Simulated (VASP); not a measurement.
# Zn (Pm-3m) in VASP: notebook

Zn is run at these levels: PBE; tasks: single point, relaxation of cell and atoms.

All numbers are computed with VASP 6.6.1; they aren't measurements. Logs are shortened: lines on timing, memory, paths and dates and some standing lists are left out, and cuts for length are marked.

## 1. The cell of the first run

Symmetry: Pm-3m, No. 221, cubic system. The conventional cell has a = 3.733 Å, b = 3.733 Å, c = 3.733 Å, α = 90.00°, β = 90.00°, γ = 90.00°. Zn (site symmetry 4/mmm) has 8 Zn at 2.64 Å within 3.5 Å.

The cell was built from a structure type or drawn by symmetry, and may not be a known phase.

## 2. Single point, PBE

The input, INCAR:

```
SYSTEM = Zn
PREC = Accurate
ENCUT = 520
EDIFF = 1E-7
ISMEAR = 0
SIGMA = 0.1
LREAL = .FALSE.
LASPH = .TRUE.
NELM = 60
ALGO = Normal
ISIF = 2
LWAVE = .FALSE.
LCHARG = .FALSE.
GGA = PE
NBANDS = 25
```

The input, KPOINTS:

```
Automatic mesh
0
G
  6 6 6
  0 0 0
```

The input, POSCAR:

```
Zn
1.0
    3.7326517900      0.0000000000      0.0000000000
    0.0000000000      3.7326517900      0.0000000000
    0.0000000000      0.0000000000      3.7326517900
Zn
3
Direct
    0.0000000000      0.5000000000      0.5000000000
    0.5000000000      0.0000000000      0.5000000000
    0.5000000000      0.5000000000      0.0000000000
```

Potentials or basis: VASP PAW PBE potentials, release 64 (Zn).

Started as:

```console
$ cat potpaw_PBE.64/Zn/POTCAR > POTCAR
$ mpirun -np 1 vasp_std > vasp.out
```

OUTCAR:

```text
SYSTEM = Zn
   PREC = Accurate
   ENCUT = 520
   EDIFF = 1E-7
   ISMEAR = 0
   LREAL = .FALSE.
   LASPH = .TRUE.
   NELM = 60
   ISIF = 2
   GGA = PE

 ion  position               nearest neighbor table
   1  0.000  0.500  0.500-   2 2.64   3 2.64   3 2.64   2 2.64   2 2.64   3 2.64   3 2.64   2 2.64

   2  0.500  0.000  0.500-   1 2.64   3 2.64   3 2.64   1 2.64   3 2.64   3 2.64   1 2.64   1 2.64

   3  0.500  0.500  0.000-   1 2.64   2 2.64   1 2.64   2 2.64   2 2.64   2 2.64   1 2.64   1 2.64

  LATTYP: Found a simple cubic cell.
 ALAT       =     3.7326517900

  Lattice vectors:

 A1 = (   3.7326517900,   0.0000000000,   0.0000000000)
 A2 = (   0.0000000000,   3.7326517900,   0.0000000000)
 A3 = (   0.0000000000,   0.0000000000,   3.7326517900)

Analysis of symmetry for initial positions (statically):
=====================================================================
 Subroutine PRICEL returns:
 Original cell was already a primitive cell.

 Routine SETGRP: Setting up the symmetry group for a
 simple cubic supercell.

 Subroutine GETGRP returns: Found 48 space group operations
 (whereof 48 operations were pure point group operations)
 out of a pool of 48 trial point group operations.

The static configuration has the point symmetry O_h .

Analysis of symmetry for dynamics (positions and initial velocities):
=====================================================================
 Subroutine PRICEL returns:
 Original cell was already a primitive cell.

 Routine SETGRP: Setting up the symmetry group for a
 simple cubic supercell.

 Subroutine GETGRP returns: Found 48 space group operations
 (whereof 48 operations were pure point group operations)
 out of a pool of 48 trial point group operations.

The dynamic configuration has the point symmetry O_h .

 Subroutine INISYM returns: Found 48 space group operations
 (whereof 48 operations are pure point group operations),
 and found     1 'primitive' translations

----------------------------------------------------------------------------------------

                                     Primitive cell

  volume of cell :      52.0059

  direct lattice vectors                    reciprocal lattice vectors
     3.732651790  0.000000000  0.000000000     0.267906051  0.000000000  0.000000000
     0.000000000  3.732651790  0.000000000     0.000000000  0.267906051  0.000000000
     0.000000000  0.000000000  3.732651790     0.000000000  0.000000000  0.267906051

  length of vectors
     3.732651790  3.732651790  3.732651790     0.267906051  0.267906051  0.267906051

  position of ions in fractional coordinates (direct lattice)
     0.000000000  0.500000000  0.500000000
     0.500000000  0.000000000  0.500000000
     0.500000000  0.500000000  0.000000000

  ion indices of the primitive-cell ions
   primitive index   ion index
                 1           1
                 2           2
                 3           3

----------------------------------------------------------------------------------------

 KPOINTS: Automatic mesh

Automatic generation of k-mesh.
 Grid dimensions read from file:
 generate k-points for:    6    6    6

 Generating k-lattice:

  Cartesian coordinates                     Fractional coordinates (reciprocal lattice)
     0.044651008  0.000000000  0.000000000     0.166666667  0.000000000  0.000000000
     0.000000000  0.044651008  0.000000000     0.000000000  0.166666667  0.000000000
     0.000000000  0.000000000  0.044651008     0.000000000  0.000000000  0.166666667

  Length of vectors
     0.044651008  0.044651008  0.044651008

  Shift w.r.t. Gamma in fractional coordinates (k-lattice)
     0.000000000  0.000000000  0.000000000

 Subroutine IBZKPT returns following result:
 ===========================================

 Found     20 irreducible k-points:

 Following reciprocal coordinates:
            Coordinates               Weight
  0.000000  0.000000  0.000000      1.000000
  0.166667  0.000000  0.000000      6.000000
  0.333333  0.000000  0.000000      6.000000
  0.500000  0.000000  0.000000      3.000000
  0.166667  0.166667  0.000000     12.000000
  0.333333  0.166667  0.000000     24.000000
[... 12 lines left out ...]
  0.500000  0.500000  0.333333      6.000000
  0.500000  0.500000  0.500000      1.000000
   k-points           NKPTS =     20   k-points in BZ     NKDIM =     20   number of bands    NBANDS=     25
   number of dos      NEDOS =    301   number of ions     NIONS =      3
   total plane-waves  NPLWV =  21952
   dimension x,y,z NGX =    28 NGY =   28 NGZ =   28
   dimension x,y,z NGXF=    56 NGYF=   56 NGZF=   56
   ions per type =               3
   NGX,Y,Z   is equivalent  to a cutoff of  12.47, 12.47, 12.47 a.u.
   NGXF,Y,Z  is equivalent  to a cutoff of  24.94, 24.94, 24.94 a.u.
 SYSTEM =  Zn
   PREC   = accura    normal or accurate (medium, high low for compatibility)
   ISTART =      0    job   : 0-new  1-cont  2-samecut
   ICHARG =      2    charge: 1-file 2-atom 10-const
   ISPIN  =      1    spin polarized calculation?
   LNONCOLLINEAR =      F non collinear calculations
   LSORBIT =      F    spin-orbit coupling
   LASPH  =      T    aspherical Exc in radial PAW
   ENCUT  =  520.0 eV  38.22 Ry    6.18 a.u.   6.94  6.94  6.94*2*pi/ulx,y,z
   NELM   =     60;   NELMIN=  2; NELMDL= -5     # of ELM steps
   EDIFF  = 0.1E-06   stopping-criterion for ELM
   LREAL  =      F    real-space projection
   EDIFFG = 0.1E-05   stopping-criterion for IOM
   NSW    =      0    number of steps for IOM
   IBRION =     -1    ionic relax: 0-MD 1-quasi-New 2-CG
   NFREE  =      0    steps in history (QN), initial steepest desc. (CG)
   ISIF   =      2    stress and relaxation
   ISYM   =      2    0-nonsym 1-usesym 2-fastsym
   POTIM  = 0.5000    time-step for ionic-motion
   TEBEG  =    0.0;   TEEND  =   0.0 temperature during run
   PSTRESS=    0.0 pullay stress
   NELECT =      36.0000    total number of electrons
   NUPDOWN=      -1.0000    fix difference up-down
   EMIN   =  10.00;   EMAX   =-10.00  energy-range for DOS
   EFERMI =   0.00;   METHOD = LEGACY
   ISMEAR =     0;   SIGMA  =   0.10  broadening in eV -4-tet -1-fermi 0-gaus
   EFERMI_NEDOS =   21; number of points for ismear=-14 and -15
   IALGO  =     38    algorithm
   IMIX   =      4    mixing-type and parameters
     AMIX     =   0.40;   BMIX     =  1.00
     AMIX_MAG =   1.60;   BMIX_MAG =  1.00
  volume/ion in A,a.u.               =      17.34       116.98
  Fermi-wavevector in a.u.,A,eV,Ry     =   1.448188  2.736678 28.534786  2.097248
  Thomas-Fermi vector in A             =   2.566057
   LORBIT       =      0    0 simple, 1 ext, 2 COOP (PROOUT), +10 PAW based schemes
   GGA     = PE    functional components
   LHFCALC =     F    Hartree Fock is set to
   AEXX    =    0.0000 exact exchange contribution
   IVDW    =     0    specifies the selected vdW correction
   LEPSILON=     F    determine dielectric tensor
   LRPA    =     F    only Hartree local field effects (RPA)
 non-spin polarized calculation
 Gauss-broadening in eV      SIGMA  =   0.10
  energy-cutoff  :      520.00
  volume of cell :       52.01
 maximum number of plane-waves:      1418
 NGX is ok and might be reduce to    28
   NGX = 13   NGY = 13   NGZ = 13

 number of electron      36.0000116 magnetization

 Free energy of the ion-electron system (eV)
  ---------------------------------------------------
  ext. energy  EPLUGINS =         0.00000000
  ---------------------------------------------------
  free energy    TOTEN  =        -2.76517362 eV

  energy without entropy =       -2.75389567  energy(sigma->0) =       -2.75953464

 E-fermi :   2.0708     XC(G=0): -10.7333

 val. band max:        1.9787280572   @ k =   0.5000   0.3333   0.0000
 cond. band min:       2.1428660322   @ k =   0.3333   0.1667   0.1667
 fundamental gap:      0.1641379750
 Fermi energy:         2.0707747911

 k-point     1 :       0.0000    0.0000    0.0000
  band No.  band energies     occupation
      1      -7.6913      2.00000
      2      -6.0940      2.00000
      3      -6.0529      2.00000
      4      -6.0529      2.00000
      5      -6.0529      2.00000
      6      -5.8237      2.00000
[... 17 lines left out ...]
     24      12.8285      0.00000
     25      12.8285      0.00000

 k-point     2 :       0.1667    0.0000    0.0000
  band No.  band energies     occupation
      1      -7.4285      2.00000
      2      -6.0317      2.00000
      3      -5.9932      2.00000
      4      -5.9889      2.00000
      5      -5.9889      2.00000
      6      -5.7976      2.00000
[... 17 lines left out ...]
     24      11.4314      0.00000
     25      11.4314      0.00000

 k-point     3 :       0.3333    0.0000    0.0000
  band No.  band energies     occupation
      1      -6.7966      2.00000
      2      -5.9860      2.00000
      3      -5.8622      2.00000
      4      -5.8032      2.00000
      5      -5.8032      2.00000
      6      -5.5551      2.00000
[... 17 lines left out ...]
     24       9.2283      0.00000
     25      11.0395      0.00000

 k-point     4 :       0.5000    0.0000    0.0000
  band No.  band energies     occupation
      1      -6.4348      2.00000
      2      -5.9612      2.00000
      3      -5.8422      2.00000
      4      -5.5791      2.00000
      5      -5.5791      2.00000
      6      -5.4253      2.00000
[... 17 lines left out ...]
     24       8.5040      0.00000
     25       9.8060      0.00000
[... 365 lines left out ...]
 k-point    18 :       0.5000    0.3333    0.3333
  band No.  band energies     occupation
      1      -6.1463      2.00000
      2      -6.0223      2.00000
      3      -5.9315      2.00000
      4      -5.7832      2.00000
      5      -5.5794      2.00000
      6      -5.5466      2.00000
[... 17 lines left out ...]
     24      15.8139      0.00000
     25      16.3955      0.00000

 k-point    19 :       0.5000    0.5000    0.3333
  band No.  band energies     occupation
      1      -6.0889      2.00000
      2      -6.0852      2.00000
      3      -6.0852      2.00000
      4      -5.8425      2.00000
      5      -5.5444      2.00000
      6      -5.5444      2.00000
[... 17 lines left out ...]
     24      16.9600      0.00000
     25      18.0675      0.00000

 k-point    20 :       0.5000    0.5000    0.5000
  band No.  band energies     occupation
      1      -6.1506      2.00000
      2      -6.1506      2.00000
      3      -6.1506      2.00000
      4      -5.9032      2.00000
      5      -5.5448      2.00000
      6      -5.5448      2.00000
[... 17 lines left out ...]
     24      19.7906      0.00000
     25      19.7906      0.00000

------------------------ aborting loop because EDIFF is reached ----------------------------------------

  FORCE on cell =-STRESS in cart. coord.  units (eV):
  Direction    XX          YY          ZZ          XY          YZ          ZX
  --------------------------------------------------------------------------------------
  -------------------------------------------------------------------------------------
  Total        0.8688615      0.8688615      0.8688615     -0.0000000     -0.0000000      0.0000000
  in kB       26.7675560     26.7675560     26.7675560     -0.0000000     -0.0000000      0.0000000
  external PRESSURE =      26.7675560 kB  Pullay stress =       0.0000000 kB

 VOLUME and BASIS-vectors are now :
 -----------------------------------------------------------------------------
  energy-cutoff  :      520.00
  volume of cell :       52.01
      direct lattice vectors                 reciprocal lattice vectors
     3.732651790  0.000000000  0.000000000     0.267906051  0.000000000  0.000000000
     0.000000000  3.732651790  0.000000000     0.000000000  0.267906051  0.000000000
     0.000000000  0.000000000  3.732651790     0.000000000  0.000000000  0.267906051

 POSITION                                       TOTAL-FORCE (eV/Angst)
 -----------------------------------------------------------------------------------
      0.00000      1.86633      1.86633         0.000000      0.000000      0.000000
      1.86633      0.00000      1.86633         0.000000      0.000000      0.000000
      1.86633      1.86633      0.00000         0.000000      0.000000      0.000000
 -----------------------------------------------------------------------------------
    total drift:                                0.000000      0.000000      0.000000

  FREE ENERGIE OF THE ION-ELECTRON SYSTEM (eV)
  ---------------------------------------------------
  free  energy   TOTEN  =        -2.7651736155 eV

  energy  without entropy=       -2.7538956696  energy(sigma->0) =       -2.75953464
```

Run time: 33 s. Hardware: 1 thread of Intel Xeon 8259CL, shared host; peak memory 0.16 GiB.

What came out:

* Free energy: -2.7652 eV
* Pressure: 2.7 GPa
* Band gap on the k mesh: zero (bands 18 and 19 overlap by 4.81 eV)

Levels at points of the mesh, in eV from the Fermi level:
| k point | band 16 | band 17 | band 18 | band 19 | band 20 | band 21 |
| --- | --- | --- | --- | --- | --- | --- |
| (0.00, 0.00, 0.00) | -6.67 | 0.72 | 0.72 | 0.72 | 3.23 | 3.23 |
| (0.50, 0.00, 0.00) | -6.53 | -5.84 | 3.11 | 3.11 | 5.11 | 5.57 |
| (0.50, 0.50, 0.00) | -4.91 | -3.26 | -3.26 | -1.70 | 6.25 | 6.69 |
| (0.50, 0.50, 0.50) | -3.08 | -0.73 | -0.73 | -0.73 | -0.56 | -0.56 |

[end of part 1 of 3]
